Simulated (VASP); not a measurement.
Input of a VASP 6.6.1 run:

Contents of INCAR:

```
PREC = Accurate
ENCUT = 520
EDIFF = 1E-7
ISMEAR = -1
SIGMA = 0.02
LREAL = False
LASPH = True
NELM = 80
ALGO = Normal
ISIF = 2
LWAVE = False
LCHARG = False
GGA = PE
NBANDS = 22
```

Contents of KPOINTS:

```
regular mesh
0
Gamma
  6 6 6
```

Contents of POSCAR:

```
NaCl
1.0
    4.5256035083      0.0000000000      0.0000000000
   -2.2628017541      3.9192876056      0.0000000000
    0.0000000000      0.0000000000      5.3391787447
Na Cl
2 2
Direct
    0.3333333333      0.6666666667      0.2500000000
    0.6666666667      0.3333333333      0.7500000000
    0.6666666667      0.3333333333      0.2500000000
    0.3333333333      0.6666666667      0.7500000000
```

Potentials or basis: VASP PAW PBE potentials, release 64 (Na_pv, Cl).

The run is started by

```bash
$ cat potpaw_PBE.64/Na_pv/POTCAR potpaw_PBE.64/Cl/POTCAR > POTCAR
$ mpirun -np 1 vasp_std > vasp.out
```

Estimate the band gap on the k mesh.

5.13 eV.

What does it give for the pressure?

4.7 GPa.

Stress tensor (GPa, compression positive):
```
4.37 0.00 0.00
0.00 4.37 0.00
0.00 0.00 5.22
```

Caveat: the cell differs from its parent crystal (strain -4.1%); the cell stands under pressure. A k mesh can miss the band edges.
